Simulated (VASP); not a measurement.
# Cu (R-3m) in VASP: notebook

Cu is run at these levels: PBEsol; tasks: single point, relaxation of cell and atoms.

Everything below comes from runs of VASP 6.6.1. Logs are shortened: lines on timing, memory, paths and dates and some standing lists are left out, and cuts for length are marked.

### Step 1. The cell of the first run

Symmetry: R-3m, No. 166, trigonal system. Conventional cell: a = 2.521 Å, b = 2.521 Å, c = 18.504 Å, α = 90.00°, β = 90.00°, γ = 120.00°. Cu (site symmetry -3m) has 12 Cu at 2.52 Å within 3.3 Å. Within 3.3 Å of Cu (site symmetry 3m) lie 12 Cu at 2.52 Å.

### Step 2. Single point, PBEsol

Contents of INCAR:

```
PREC = Accurate ; ENCUT = 700
EDIFF = 1E-6 ; ISMEAR = 0
SIGMA = 0.1 ; LREAL = False
LASPH = True ; NELM = 120
ALGO = Normal ; ISIF = 2
LWAVE = False ; LCHARG = False
GGA = PS ; NBANDS = 96
GGA_COMPAT = False
```

Contents of KPOINTS:

```
regular mesh
0
Gamma
  18 18 3
```

Contents of POSCAR:

```
Cu
1.0
    2.5211274690      0.0000000000      0.0000000000
   -1.2605637345      2.1833604343      0.0000000000
    0.0000000000      0.0000000000     18.5041598260
Cu
9
Direct
    0.0000000000      0.0000000000      0.0000000000
    0.3333333333      0.6666666667      0.1109272667
    0.0000000000      0.0000000000      0.2224060666
    0.3333333333      0.6666666667      0.3333333333
    0.6666666667      0.3333333333      0.4442606001
    0.3333333333      0.6666666667      0.5557393999
    0.6666666667      0.3333333333      0.6666666667
    0.0000000000      0.0000000000      0.7775939334
    0.6666666667      0.3333333333      0.8890727333
```

Potentials or basis: VASP PAW PBE potentials, release 64 (Cu_sv_GW).

Command:

```bash
> cat potpaw_PBE.64/Cu_sv_GW/POTCAR > POTCAR
> mpirun -np 1 vasp_std > vasp.out
```

OUTCAR:

```text
PREC = Accurate
   ENCUT = 700
   EDIFF = 1E-6
   ISMEAR = 0
   LREAL = False
   LASPH = True
   NELM = 120
   ISIF = 2
   GGA = PS

 ion  position               nearest neighbor table
   1  0.000  0.000  0.000-   2 2.52   9 2.52   2 2.52   9 2.52   9 2.52   2 2.52
   2  0.333  0.667  0.111-   1 2.52   1 2.52   1 2.52   3 2.52   3 2.52   3 2.52
   3  0.000  0.000  0.222-   4 2.52   4 2.52   4 2.52   2 2.52   2 2.52   2 2.52
   4  0.333  0.667  0.333-   3 2.52   3 2.52   3 2.52   5 2.52   5 2.52   5 2.52
   5  0.667  0.333  0.444-   4 2.52   4 2.52   4 2.52   6 2.52   6 2.52   6 2.52
   6  0.333  0.667  0.556-   7 2.52   7 2.52   7 2.52   5 2.52   5 2.52   5 2.52
   7  0.667  0.333  0.667-   8 2.52   8 2.52   8 2.52   6 2.52   6 2.52   6 2.52
   8  0.000  0.000  0.778-   7 2.52   7 2.52   7 2.52   9 2.52   9 2.52   9 2.52
   9  0.667  0.333  0.889-   1 2.52   1 2.52   1 2.52   8 2.52   8 2.52   8 2.52

  LATTYP: Found a hexagonal cell.
 ALAT       =     2.5211274690
 C/A-ratio  =     7.3396367512

  Lattice vectors:

 A1 = (   2.5211274690,   0.0000000000,   0.0000000000)
 A2 = (  -1.2605637345,   2.1833604343,   0.0000000000)
 A3 = (   0.0000000000,   0.0000000000,  18.5041598260)

Analysis of symmetry for initial positions (statically):
=====================================================================
 Subroutine PRICEL returns following result:

  LATTYP: Found a trigonal (rhomboedric) cell.
 ALAT       =     6.3374739266
 COS(alpha) =     0.9208725370

  Lattice vectors:

 A1 = (  -1.2605637344,   0.7277868114,  -6.1680532747)
 A2 = (   1.2605637342,   0.7277868116,  -6.1680532766)
 A3 = (   0.0000000001,  -1.4555736229,  -6.1680532747)

   3 primitive cells build up your supercell.

 Routine SETGRP: Setting up the symmetry group for a
 hexagonal supercell.

 Subroutine GETGRP returns: Found 12 space group operations
 (whereof 12 operations were pure point group operations)
 out of a pool of 24 trial point group operations.

The static configuration has the point symmetry D_3d.

Analysis of symmetry for dynamics (positions and initial velocities):
=====================================================================
 Subroutine PRICEL returns following result:

  LATTYP: Found a trigonal (rhomboedric) cell.
 ALAT       =     6.3374739266
 COS(alpha) =     0.9208725370

[... 121 lines left out ...]
   IBRION =     -1    ionic relax: 0-MD 1-quasi-New 2-CG
   NFREE  =      0    steps in history (QN), initial steepest desc. (CG)
   ISIF   =      2    stress and relaxation
   ISYM   =      2    0-nonsym 1-usesym 2-fastsym
   POTIM  = 0.5000    time-step for ionic-motion
   TEBEG  =    0.0;   TEEND  =   0.0 temperature during run
   PSTRESS=    0.0 pullay stress
   NELECT =     171.0000    total number of electrons
   NUPDOWN=      -1.0000    fix difference up-down
   EMIN   =  10.00;   EMAX   =-10.00  energy-range for DOS
   EFERMI =   0.00;   METHOD = LEGACY
   ISMEAR =     0;   SIGMA  =   0.10  broadening in eV -4-tet -1-fermi 0-gaus
   EFERMI_NEDOS =   21; number of points for ismear=-14 and -15
   IALGO  =     38    algorithm
   IMIX   =      4    mixing-type and parameters
     AMIX     =   0.40;   BMIX     =  1.00
     AMIX_MAG =   1.60;   BMIX_MAG =  1.00
  volume/ion in A,a.u.               =      11.32        76.37
  Fermi-wavevector in a.u.,A,eV,Ry     =   1.945705  3.676849 51.508501  3.785768
  Thomas-Fermi vector in A             =   2.974352
   LORBIT       =      0    0 simple, 1 ext, 2 COOP (PROOUT), +10 PAW based schemes
   GGA     = PS    functional components
   LHFCALC =     F    Hartree Fock is set to
   AEXX    =    0.0000 exact exchange contribution
   IVDW    =     0    specifies the selected vdW correction
   LEPSILON=     F    determine dielectric tensor
   LRPA    =     F    only Hartree local field effects (RPA)
 non-spin polarized calculation
 Gauss-broadening in eV      SIGMA  =   0.10
  energy-cutoff  :      700.00
  volume of cell :      101.86
 maximum number of plane-waves:      4411
 NGX is ok and might be reduce to    24
   NGX = 11   NGY = 11   NGZ = 79

 number of electron     171.0000023 magnetization

 Free energy of the ion-electron system (eV)
  ---------------------------------------------------
  ext. energy  EPLUGINS =         0.00000000
  ---------------------------------------------------
  free energy    TOTEN  =       -39.44311142 eV

  energy without entropy =      -39.42970705  energy(sigma->0) =      -39.43640924

 E-fermi :   7.8912     XC(G=0): -13.8278

 val. band max:        7.8834382080   @ k =   0.3889   0.1111   0.3333
 cond. band min:       7.9004663686   @ k =   0.2778   0.1111   0.3333
 fundamental gap:      0.0170281606
 Fermi energy:         7.8911616731

 k-point     1 :       0.0000    0.0000    0.0000
  band No.  band energies     occupation
      1    -104.4199      2.00000
      2    -104.4191      2.00000
      3    -104.4191      2.00000
      4    -104.4006      2.00000
      5    -104.4006      2.00000
      6    -104.3988      2.00000
[... 2365 lines left out ...]
     95      14.4883      0.00000
     96      15.0035      0.00000

 [... further k-points ...]

------------------------ aborting loop because EDIFF is reached ----------------------------------------

  FORCE on cell =-STRESS in cart. coord.  units (eV):
  Direction    XX          YY          ZZ          XY          YZ          ZX
  --------------------------------------------------------------------------------------
  -------------------------------------------------------------------------------------
  Total       -3.4676348     -3.4676348     -3.4614175      0.0000000     -0.0000000      0.0000000
  in kB      -54.5449219    -54.5449219    -54.4471247      0.0000000     -0.0000000      0.0000000
  external PRESSURE =     -54.5123228 kB  Pullay stress =       0.0000000 kB

 VOLUME and BASIS-vectors are now :
 -----------------------------------------------------------------------------
  energy-cutoff  :      700.00
  volume of cell :      101.86
      direct lattice vectors                 reciprocal lattice vectors
     2.521127469  0.000000000  0.000000000     0.396647933  0.229004791  0.000000000
    -1.260563735  2.183360434  0.000000000     0.000000000  0.458009582  0.000000000
     0.000000000  0.000000000 18.504159826     0.000000000  0.000000000  0.054041902

 POSITION                                       TOTAL-FORCE (eV/Angst)
 -----------------------------------------------------------------------------------
      0.00000      0.00000      0.00000        -0.000000      0.000000     -0.000000
     -0.00000      1.45557      2.05262         0.000000      0.000000      0.000381
      0.00000      0.00000      4.11544         0.000000     -0.000000     -0.000381
     -0.00000      1.45557      6.16805        -0.000000      0.000000     -0.000000
      1.26056      0.72779      8.22067        -0.000000      0.000000      0.000381
     -0.00000      1.45557     10.28349         0.000000     -0.000000     -0.000381
      1.26056      0.72779     12.33611         0.000000      0.000000     -0.000000
      0.00000      0.00000     14.38872        -0.000000      0.000000      0.000381
      1.26056      0.72779     16.45154         0.000000     -0.000000     -0.000381
 -----------------------------------------------------------------------------------
    total drift:                               -0.000000      0.000000     -0.000000

  FREE ENERGIE OF THE ION-ELECTRON SYSTEM (eV)
  ---------------------------------------------------
  free  energy   TOTEN  =       -39.4431114203 eV

  energy  without entropy=      -39.4297070518  energy(sigma->0) =      -39.43640924
```

OSZICAR:

```text
N       E                     dE             d eps       ncg     rms          rms(c)
DAV:   1     0.729004954660E+04    0.72900E+04   -0.88947E+04 23512   0.714E+03
DAV:   2     0.232540646060E+04   -0.49646E+04   -0.48387E+04 24224   0.248E+03
DAV:   3     0.338429701659E+03   -0.19870E+04   -0.19326E+04 33640   0.158E+03
DAV:   4     0.135218310514E+02   -0.32491E+03   -0.29300E+03 34648   0.980E+02
DAV:   5    -0.365099879905E+02   -0.50032E+02   -0.47233E+02 33832   0.476E+02    0.279E+01
DAV:   6    -0.447209888066E+02   -0.82110E+01   -0.26619E+02 37672   0.380E+02    0.191E+01
DAV:   7    -0.391548175690E+02    0.55662E+01   -0.50071E+01 32280   0.217E+02    0.543E+00
DAV:   8    -0.394406640820E+02   -0.28585E+00   -0.35155E+00 37216   0.358E+01    0.144E+00
DAV:   9    -0.394523516707E+02   -0.11688E-01   -0.38547E-01 34928   0.318E+01    0.987E-01
DAV:  10    -0.394406120985E+02    0.11740E-01   -0.88094E-02 31896   0.178E+01    0.189E-01
DAV:  11    -0.394432194766E+02   -0.26074E-02   -0.26329E-02 34552   0.416E+00    0.202E-01
DAV:  12    -0.394430740772E+02    0.14540E-03   -0.41195E-03 32576   0.231E+00    0.696E-02
DAV:  13    -0.394431318428E+02   -0.57766E-04   -0.16651E-03 35936   0.101E+00    0.471E-02
DAV:  14    -0.394431090887E+02    0.22754E-04   -0.29350E-04 30664   0.503E-01    0.135E-02
DAV:  15    -0.394431109587E+02   -0.18700E-05   -0.38961E-05 35400   0.133E-01    0.703E-03
DAV:  16    -0.394431114203E+02   -0.46167E-06   -0.49792E-06 19656   0.119E-01
   1 F= -.39443111E+02 E0= -.39436409E+02  d E =-.134044E-01
```

Run time: 28 min. Hardware: 1 thread of AMD EPYC 9R45 (Zen 5), shared host; peak memory 1.1 GiB.

What came out:

- Free energy: -39.4431 eV
- Pressure: -5.5 GPa
- Band gap on the k mesh: zero (an odd number of electrons rules out a gap without spin polarisation)

Caveat: the cell stands under tension; the PAW data sets were made with another functional, which shifts forces and pressure a little.

### Step 3. Relaxation of cell and atoms, PBEsol

Contents of INCAR:

```
PREC     = Accurate       # precision mode
ENCUT    = 600            # plane-wave cutoff, eV
EDIFF    = 1E-6           # SCF threshold, eV
ISMEAR   = 0              # smearing method
SIGMA    = 0.1            # smearing width, eV
LREAL    = False          # projectors in reciprocal space
LASPH    = True           # aspherical terms in the spheres
NELM     = 100            # most SCF steps
ALGO     = Fast           # electronic algorithm
ISIF     = 3              # what is computed and relaxed
LWAVE    = False          # write WAVECAR
LCHARG   = False          # write CHGCAR
GGA      = PS             # functional
IBRION   = 2              # ionic algorithm
NSW      = 65             # ionic steps
EDIFFG   = -0.01          # ionic threshold
KPAR     = 4
```

KPOINTS is that of step 2.

Contents of POSCAR:

```
Cu
1.0
    2.5205132530      0.0000000000      0.0000000000
   -1.2602566265      2.1828285076      0.0000000000
    0.0000000000      0.0000000000     18.5249988848
Cu
9
Direct
    0.0000000000      0.0000000000      0.0000000000
    0.3333333333      0.6666666667      0.1111111111
    0.0000000000      0.0000000000      0.2222222222
    0.3333333333      0.6666666667      0.3333333333
    0.6666666667      0.3333333333      0.4444444444
    0.3333333333      0.6666666667      0.5555555556
    0.6666666667      0.3333333333      0.6666666667
    0.0000000000      0.0000000000      0.7777777778
    0.6666666667      0.3333333333      0.8888888889
```

Potentials or basis: VASP PAW PBE potentials, release 64 (Cu).

Command:

```bash
> cat potpaw_PBE.64/Cu/POTCAR > POTCAR
> mpirun -np 4 vasp_std > vasp.out
```

OUTCAR:

```text
PREC = Accurate
   ENCUT = 600
   EDIFF = 1E-6
   ISMEAR = 0
   LREAL = False
   LASPH = True
   NELM = 100
   ISIF = 3
   GGA = PS
   IBRION = 2
   NSW = 65
   EDIFFG = -0.01

 ion  position               nearest neighbor table
   1  0.000  0.000  0.000-   2 2.52   9 2.52   2 2.52   9 2.52   9 2.52   2 2.52
   2  0.333  0.667  0.111-   1 2.52   3 2.52   1 2.52   3 2.52   1 2.52   3 2.52
   3  0.000  0.000  0.222-   4 2.52   2 2.52   4 2.52   2 2.52   4 2.52   2 2.52
   4  0.333  0.667  0.333-   5 2.52   3 2.52   5 2.52   3 2.52   3 2.52   5 2.52
   5  0.667  0.333  0.444-   4 2.52   4 2.52   4 2.52   6 2.52   6 2.52   6 2.52
   6  0.333  0.667  0.556-   7 2.52   7 2.52   7 2.52   5 2.52   5 2.52   5 2.52
   7  0.667  0.333  0.667-   6 2.52   8 2.52   6 2.52   8 2.52   8 2.52   6 2.52
   8  0.000  0.000  0.778-   7 2.52   9 2.52   7 2.52   9 2.52   7 2.52   9 2.52
   9  0.667  0.333  0.889-   1 2.52   8 2.52   1 2.52   8 2.52   1 2.52   8 2.52

  LATTYP: Found a hexagonal cell.
 ALAT       =     2.5205132530
 C/A-ratio  =     7.3496931082

  Lattice vectors:

 A1 = (   2.5205132530,   0.0000000000,   0.0000000000)
 A2 = (  -1.2602566265,   2.1828285076,   0.0000000000)
 A3 = (   0.0000000000,   0.0000000000,  18.5249988848)

Analysis of symmetry for initial positions (statically):
[... 324 lines left out ...]
  energy  without entropy=      -38.7204832556  energy(sigma->0) =      -38.72722094

[... ionic steps 4 to 7 ...]

--------------------------------------- Ionic step        8  -------------------------------------------

 number of electron      99.0000006 magnetization

------------------------ aborting loop because EDIFF is reached ----------------------------------------
[... 81 lines left out ...]
--------------------------------------- Ionic step       10  -------------------------------------------

 number of electron      99.0000009 magnetization

 Free energy of the ion-electron system (eV)
  ---------------------------------------------------
  ext. energy  EPLUGINS =         0.00000000
  ---------------------------------------------------
  free energy    TOTEN  =       -38.73418113 eV

  energy without entropy =      -38.72080155  energy(sigma->0) =      -38.72749134

 E-fermi :   7.8340     XC(G=0): -13.1342

 val. band max:        7.8243260173   @ k =   0.3333   0.1111   0.3333
 cond. band min:       7.8361453970   @ k =   0.3889   0.1111   0.3333
 fundamental gap:      0.0118193797
 Fermi energy:         7.8340144962

 k-point     1 :       0.0000    0.0000    0.0000
  band No.  band energies     occupation
      1      -1.8017      2.00000
      2      -1.3418      2.00000
      3      -1.3418      2.00000
      4      -0.0415      2.00000
      5      -0.0415      2.00000
      6       1.6494      2.00000
[... 1477 lines left out ...]
     58      13.9210      0.00000
     59      14.4154      0.00000

 [... further k-points ...]

------------------------ aborting loop because EDIFF is reached ----------------------------------------

  FORCE on cell =-STRESS in cart. coord.  units (eV):
  Direction    XX          YY          ZZ          XY          YZ          ZX
  --------------------------------------------------------------------------------------
  -------------------------------------------------------------------------------------
  Total        0.0577496      0.0577496      0.0756827      0.0000000      0.0000000      0.0000000
  in kB        0.9046563      0.9046563      1.1855794      0.0000000      0.0000000      0.0000000
  external PRESSURE =       0.9982974 kB  Pullay stress =       0.0000000 kB
[... 24 lines left out ...]
  FREE ENERGIE OF THE ION-ELECTRON SYSTEM (eV)
  ---------------------------------------------------
  free  energy   TOTEN  =       -38.7341811272 eV

  energy  without entropy=      -38.7208015488  energy(sigma->0) =      -38.72749134

 reached required accuracy - stopping structural energy minimisation
```

Run time: 21 min. Hardware: 4 MPI ranks of Oxide Virtual Turin-like, shared host; peak memory 0.58 GiB.

Results:

| Property | Result |
| --- | --- |
| Free energy | -38.7342 eV |
| Relaxed volume | 11.36 Å³/atom |
| Relaxed cell | a = 2.525 Å, b = 2.525 Å, c = 18.525 Å, α = 90.00°, β = 90.00°, γ = 120.00° |
| Space group after relaxing (to 0.1 Å) | R-3m (No. 166) |
| Energy gained by relaxing | 0.1 meV/atom |
| Ionic steps | 10 |
| Pressure after relaxing | 0.1 GPa |
| Largest force after relaxing | 0.004 eV/Å |
| Band gap on the k mesh | zero (an odd number of electrons rules out a gap without spin polarisation) |

Forces on the atoms (eV/Å):
```
Cu   0.000  0.000  0.000
Cu   0.000  0.000 -0.004
Cu   0.000  0.000  0.004
Cu   0.000  0.000  0.000
Cu   0.000  0.000 -0.004
Cu   0.000  0.000  0.004
Cu   0.000  0.000  0.000
Cu   0.000  0.000 -0.004
Cu   0.000  0.000  0.004
```

Step by step:
| step | energy change (eV) | largest force (eV/Å) | pressure (GPa) | volume (Å³) |
| --- | --- | --- | --- | --- |
| 1 | 0.0000 | 0.0409 | 0.75 | 101.92 |
| 2 | -0.0005 | 0.0130 | -0.38 | 102.71 |
| 3 | -0.0011 | 0.0320 | -0.25 | 102.33 |
| 4 | -0.0011 | 0.0318 | -0.05 | 102.27 |
| 5 | -0.0011 | 0.0255 | 0.03 | 102.29 |
| 6 | -0.0011 | 0.0263 | 0.07 | 102.31 |
| 7 | -0.0011 | 0.0251 | -0.02 | 102.32 |
| 8 | -0.0013 | 0.0141 | 0.11 | 102.30 |
| 9 | -0.0013 | 0.0105 | 0.05 | 102.29 |
| 10 | -0.0013 | 0.0040 | 0.10 | 102.28 |

Final structure:
```
Cu
1.0
     2.52489    0.00000    0.00000
    -1.26244    2.18662    0.00000
     0.00000    0.00000   18.52512
Cu
9
Direct
  0.00000 0.00000 0.00000
  0.33333 0.66667 0.11096
  0.00000 0.00000 0.22238
  0.33333 0.66667 0.33333
  0.66667 0.33333 0.44429
  0.33333 0.66667 0.55571
  0.66667 0.33333 0.66667
  0.00000 0.00000 0.77762
  0.66667 0.33333 0.88904
```

Caveat: the PAW data sets were made with another functional, which shifts forces and pressure a little.
